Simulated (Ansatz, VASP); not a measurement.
One calculation of Ba, two programs

File INCAR:

```
PREC = Accurate
ENCUT = 520
EDIFF = 1E-6
ISMEAR = -1
SIGMA = 0.1
LREAL = False
LASPH = True
NELM = 80
ALGO = Normal
ISIF = 2
LWAVE = False
LCHARG = False
GGA = CA
NBANDS = 17
```

The input KPOINTS:

```
Automatic mesh
0
Gamma
  9 9 9
```

Contents of POSCAR:

```
Ba
1.0
    0.0000000000      3.4911263958      3.4911263958
    3.4911263958      0.0000000000      3.4911263958
    3.4911263958      3.4911263958      0.0000000000
Ba
2
Direct
    0.1250000000      0.1250000000      0.1250000000
    0.8750000000      0.8750000000      0.8750000000
```

Input for Ansatz:

```yaml
crystal:
  lattice:
    - [0.0, 3.4911263958, 3.4911263958]
    - [3.4911263958, 0.0, 3.4911263958]
    - [3.4911263958, 3.4911263958, 0.0]
  atoms:
    - { symbol: Ba, position: [0.125, 0.125, 0.125] }
    - { symbol: Ba, position: [0.875, 0.875, 0.875] }
hamiltonian:
  xc: lda
  pseudopotentials:
    kind: paw
    azcp:
      Ba: "pseudopotentials/Ba.paw.azcp"
basis:
  ecutwfc: 420
  fft_grid_basis: typed
kpoints:
  mp_grid: { grid: [9, 9, 9], shift: [0, 0, 0] }
magnetization:
  spin_polarized: false
scf:
  occupations: { method: fermi_dirac, width: 0.1 }
  lower_state_search: "off"
output:
  stress: true
```

Alike in both runs: task single point; functional LDA; k mesh 9 × 9 × 9; occupations fermi-dirac, width 0.1 eV; no spin polarisation.

```csv
,VASP,Ansatz
version,VASP 6.6.1,Ansatz 0.2.0
potentials or method,"VASP PAW LDA potentials, release 64 (Ba_sv), cutoff 520 eV","plane waves (420 eV) with PAW, scalar-relativistic"
valence electrons in the cell,20,20
```

VASP gave:

* pressure (GPa): 5.1

**Question.** What did Ansatz give for the same quantities?

**Answer.** Pressure (GPa): 3.6.

Ansatz warns that its potentials were made for another functional, while VASP's fit it. LDA's correlation is that of Perdew and Zunger in VASP and of Perdew and Wang (1992) in Ansatz.

Neither program's run includes spin-orbit coupling.
